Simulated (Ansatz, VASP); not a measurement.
LiH in VASP and in Ansatz

```
Li H
1.0
     3.22944    0.00000    0.00000
    -1.61472    2.79677    0.00000
     0.00000    0.00000    4.03733
Li H
2 2
Direct
  0.33333 0.66667 0.25000
  0.66667 0.33333 0.75000
  0.66667 0.33333 0.25000
  0.33333 0.66667 0.75000
```

Change from the starting cell: hydrostatic strain -0.8%.

Alike in both runs: task single point; functional HSE06; k mesh 6 × 6 × 4; no spin polarisation.

|  | VASP | Ansatz |
| --- | --- | --- |
| version | VASP 6.6.1 | Ansatz 0.2.0 |
| potentials or method | VASP PAW PBE potentials, release 64 (Li_sv, H) | plane waves, PAW |
| plane-wave cutoff (eV) | 520 | 420 |
| occupations | gaussian, width 0.01 eV | fixed |
| valence electrons in the cell | 8 | 8 |

```tsv
	VASP	Ansatz	Ansatz less VASP
gap on the k mesh at the Fermi level (eV)	2.69	2.69	+0.003
```

Ansatz's warnings: stress exchange threshold loose, stress scf threshold loose.

Noted on VASP's run: the cutoff is short for stress, so the pressure is rough.
